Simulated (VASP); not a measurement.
# TaRu in VASP: notebook, part 4 of 4

VASP 6.6.1.

### Step 7. Electric field gradients, LDA (zz strain of +1 %)

Input file INCAR:

```
SYSTEM = TaRu
PREC = Accurate
ENCUT = 520
EDIFF = 1E-8
ISMEAR = -1
SIGMA = 0.03
LREAL = .FALSE.
LASPH = .TRUE.
NELM = 80
ALGO = Normal
ISIF = 2
LWAVE = .FALSE.
LCHARG = .FALSE.
GGA = CA
LEFG = .TRUE.
NBANDS = 20
```

Input file KPOINTS:

```
Automatic mesh
0
G
  13 13 13
  0 0 0
```

Input file POSCAR:

```
TaRu
1.0
    3.1870000000      0.0000000000      0.0000000000
    0.0000000000      3.1870000000      0.0000000000
    0.0000000000      0.0000000000      3.2188700000
Ta Ru
1 1
Direct
    0.5000000000      0.5000000000      0.5000000000
    0.0000000000      0.0000000000      0.0000000000
```

Potentials or basis: VASP PAW LDA potentials, release 64 (Ta_pv, Ru_pv).

Started as:

```console
$ cat potpaw_LDA.64/Ta_pv/POTCAR potpaw_LDA.64/Ru_pv/POTCAR > POTCAR
$ mpirun -np 1 vasp_std > vasp.out
```

OUTCAR:

```text
SYSTEM = TaRu
   PREC = Accurate
   ENCUT = 520
   EDIFF = 1E-8
   ISMEAR = -1
   LREAL = .FALSE.
   LASPH = .TRUE.
   NELM = 80
   ISIF = 2
   GGA = CA

 ion  position               nearest neighbor table
   1  0.500  0.500  0.500-   2 2.77   2 2.77   2 2.77   2 2.77   2 2.77   2 2.77   2 2.77   2 2.77

   2  0.000  0.000  0.000-   1 2.77   1 2.77   1 2.77   1 2.77   1 2.77   1 2.77   1 2.77   1 2.77

  LATTYP: Found a simple tetragonal cell.
 ALAT       =     3.1870000000
 C/A-ratio  =     1.0100000000

  Lattice vectors:

 A1 = (   3.1870000000,   0.0000000000,   0.0000000000)
 A2 = (   0.0000000000,   3.1870000000,   0.0000000000)
 A3 = (   0.0000000000,   0.0000000000,   3.2188700000)

Analysis of symmetry for initial positions (statically):
=====================================================================
 Subroutine PRICEL returns:
 Original cell was already a primitive cell.

 Routine SETGRP: Setting up the symmetry group for a
 simple tetragonal supercell.

 Subroutine GETGRP returns: Found 16 space group operations
 (whereof 16 operations were pure point group operations)
 out of a pool of 16 trial point group operations.

The static configuration has the point symmetry D_4h.

Analysis of symmetry for dynamics (positions and initial velocities):
=====================================================================
 Subroutine PRICEL returns:
 Original cell was already a primitive cell.

 Routine SETGRP: Setting up the symmetry group for a
 simple tetragonal supercell.

 Subroutine GETGRP returns: Found 16 space group operations
 (whereof 16 operations were pure point group operations)
 out of a pool of 16 trial point group operations.

The dynamic configuration has the point symmetry D_4h.

 Subroutine INISYM returns: Found 16 space group operations
 (whereof 16 operations are pure point group operations),
 and found     1 'primitive' translations

----------------------------------------------------------------------------------------

                                     Primitive cell

  volume of cell :      32.6940

  direct lattice vectors                    reciprocal lattice vectors
     3.187000000  0.000000000  0.000000000     0.313774710  0.000000000  0.000000000
     0.000000000  3.187000000  0.000000000     0.000000000  0.313774710  0.000000000
     0.000000000  0.000000000  3.218870000     0.000000000  0.000000000  0.310668029

  length of vectors
     3.187000000  3.187000000  3.218870000     0.313774710  0.313774710  0.310668029

  position of ions in fractional coordinates (direct lattice)
     0.500000000  0.500000000  0.500000000
     0.000000000  0.000000000  0.000000000

  ion indices of the primitive-cell ions
   primitive index   ion index
                 1           1
                 2           2

----------------------------------------------------------------------------------------

 KPOINTS: Automatic mesh

Automatic generation of k-mesh.
 Grid dimensions read from file:
 generate k-points for:   13   13   13
[... 64 lines left out ...]
   EDIFF  = 0.1E-07   stopping-criterion for ELM
   LREAL  =      F    real-space projection
   EDIFFG = 0.1E-06   stopping-criterion for IOM
   NSW    =      0    number of steps for IOM
   IBRION =     -1    ionic relax: 0-MD 1-quasi-New 2-CG
   NFREE  =      0    steps in history (QN), initial steepest desc. (CG)
   ISIF   =      2    stress and relaxation
   ISYM   =      2    0-nonsym 1-usesym 2-fastsym
   POTIM  = 0.5000    time-step for ionic-motion
   TEBEG  =    0.0;   TEEND  =   0.0 temperature during run
   PSTRESS=    0.0 pullay stress
   NELECT =      25.0000    total number of electrons
   NUPDOWN=      -1.0000    fix difference up-down
   EMIN   =  10.00;   EMAX   =-10.00  energy-range for DOS
   EFERMI =   0.00;   METHOD = LEGACY
   ISMEAR =    -1;   SIGMA  =   0.03  broadening in eV -4-tet -1-fermi 0-gaus
   EFERMI_NEDOS =   21; number of points for ismear=-14 and -15
   IALGO  =     38    algorithm
   IMIX   =      4    mixing-type and parameters
     AMIX     =   0.40;   BMIX     =  1.00
     AMIX_MAG =   1.60;   BMIX_MAG =  1.00
  volume/ion in A,a.u.               =      16.35       110.31
  Fermi-wavevector in a.u.,A,eV,Ry     =   1.497036  2.828988 30.492255  2.241117
  Thomas-Fermi vector in A             =   2.608976
   LORBIT       =      0    0 simple, 1 ext, 2 COOP (PROOUT), +10 PAW based schemes
   GGA     = CA    functional components
   LHFCALC =     F    Hartree Fock is set to
   AEXX    =    0.0000 exact exchange contribution
   IVDW    =     0    specifies the selected vdW correction
   LEPSILON=     F    determine dielectric tensor
   LRPA    =     F    only Hartree local field effects (RPA)
 non-spin polarized calculation
  energy-cutoff  :      520.00
  volume of cell :       32.69
 maximum number of plane-waves:       900
 NGX is ok and might be reduce to    24
   NGX = 11   NGY = 11   NGZ = 11

 number of electron      24.9999998 magnetization

 Free energy of the ion-electron system (eV)
  ---------------------------------------------------
  ext. energy  EPLUGINS =         0.00000000
  ---------------------------------------------------
  free energy    TOTEN  =       -23.87402107 eV

  energy without entropy =      -23.86375779  energy(sigma->0) =      -23.86888943

 E-fermi :   9.0218     XC(G=0): -13.2966

 val. band max:        9.0143070334   @ k =   0.3077   0.1538   0.4615
 cond. band min:       9.0232236711   @ k =   0.3846   0.1538   0.4615
 fundamental gap:      0.0089166377
 Fermi energy:         9.0217910353

 k-point     1 :       0.0000    0.0000    0.0000
  band No.  band energies     occupation
      1     -33.9044      2.00000
      2     -33.9044      2.00000
      3     -33.8998      2.00000
      4     -25.8651      2.00000
      5     -25.8549      2.00000
      6     -25.8549      2.00000
[... 541 lines left out ...]
     19      18.6819      0.00000
     20      19.0386      0.00000

 [... further k-points ...]
[... 5 lines left out ...]
  --------------------------------------------------------------------------------------
  -------------------------------------------------------------------------------------
  Total       -3.7705197     -3.7705197     -3.2388281      0.0000000      0.0000000      0.0000000
  in kB     -184.7754370   -184.7754370   -158.7197325      0.0000000      0.0000000      0.0000000
  external PRESSURE =    -176.0902022 kB  Pullay stress =       0.0000000 kB

 VOLUME and BASIS-vectors are now :
 -----------------------------------------------------------------------------
  energy-cutoff  :      520.00
  volume of cell :       32.69
      direct lattice vectors                 reciprocal lattice vectors
     3.187000000  0.000000000  0.000000000     0.313774710  0.000000000  0.000000000
     0.000000000  3.187000000  0.000000000     0.000000000  0.313774710  0.000000000
     0.000000000  0.000000000  3.218870000     0.000000000  0.000000000  0.310668029

 POSITION                                       TOTAL-FORCE (eV/Angst)
 -----------------------------------------------------------------------------------
      1.59350      1.59350      1.60943         0.000000      0.000000      0.000000
      0.00000      0.00000      0.00000         0.000000      0.000000      0.000000
 -----------------------------------------------------------------------------------
    total drift:                                0.000000      0.000000     -0.000000

  FREE ENERGIE OF THE ION-ELECTRON SYSTEM (eV)
  ---------------------------------------------------
  free  energy   TOTEN  =       -23.8740210712 eV

  energy  without entropy=      -23.8637577899  energy(sigma->0) =      -23.86888943

 Electric field gradients (V/A^2)
---------------------------------------------------------------------
 ion       V_xx      V_yy      V_zz      V_xy      V_xz      V_yz
---------------------------------------------------------------------
   1      -0.042    -0.042     0.083     0.000     0.000    -0.000
   2       0.216     0.216    -0.433     0.000    -0.000     0.000
---------------------------------------------------------------------

 Electric field gradients after diagonalization (V/A^2)
 (convention: |V_zz| > |V_xx| > |V_yy|)
----------------------------------------------------------------------
 ion       V_xx      V_yy      V_zz     asymmetry (V_yy - V_xx)/ V_zz
----------------------------------------------------------------------
   1      -0.042    -0.042     0.083       0.000
   2       0.216     0.216    -0.433       0.000
----------------------------------------------------------------------

           NMR quadrupolar parameters

 Cq : quadrupolar parameter    Cq=e*Q*V_zz/h
 eta: asymmetry parameters     (V_yy - V_xx)/ V_zz
 Q  : nuclear electric quadrupole moment in mb (millibarn)
----------------------------------------------------------------------
 ion       Cq(MHz)       eta       Q (mb)
----------------------------------------------------------------------
   1       0.000       0.000       1.000
   2      -0.001       0.000       1.000
----------------------------------------------------------------------
```

It took 1.9 min on 1 thread of Intel Xeon 8259CL, shared host; peak memory 0.23 GiB.

Results:

```yaml
Free_energy: -23.8740 eV
Pressure: -17.6 GPa
```

Stress tensor (GPa, compression positive):
```
-18.48   0.00   0.00
  0.00 -18.48   0.00
  0.00   0.00 -15.87
```

Electric field gradients, principal values (V/Å²):
```tsv
atom	least	middle	greatest (by size)
1 Ta	-0.042	-0.042	0.083
2 Ru	0.216	0.216	-0.433
```

Caveat: the cell differs from its parent crystal (zz strain of +1 %); without QUAD_EFG the Cq values of the log hold for a quadrupole moment of 1 mb, not for the nuclei; spin-orbit coupling is left out, which moves the levels of the heavy elements.

### Step 8. Overview

```tsv
potentials or basis	cell	second run	gap on the mesh (eV)	pressure (GPa)
VASP PAW LDA potentials, release 64 (Ta_pv, Ru_pv)	a = 3.144 Å, 2 atoms	-	none	-5.8
VASP PAW LDA potentials, release 64 (Ta_sv_GW, Ru_sv)	a = 3.144 Å, 2 atoms	valence_matched	none	-6.8
VASP PAW LDA potentials, release 64 (Ta_sv_GW, Ru_sv)	a = 3.122 Å, 2 atoms	valence_matched	none	-1.1
VASP PAW LDA potentials, release 64 (Ta_pv, Ru_pv)	a = 3.187, b = 3.187, c = 3.155 Å, 2 atoms	-	none	-13.3
VASP PAW LDA potentials, release 64 (Ta_pv, Ru_pv)	a = 3.187, b = 3.187, c = 3.219 Å, 2 atoms	-	none	-17.6
```

Alike in all rows: task electric field gradients; level LDA; no spin polarisation; k mesh 13 × 13 × 13; cutoff (eV) 520; smearing fermi-dirac 0.03 eV.

Caveats: spin-orbit coupling is left out, which moves the levels of the heavy elements.

Absolute energies hang on the potentials; compare differences alone.
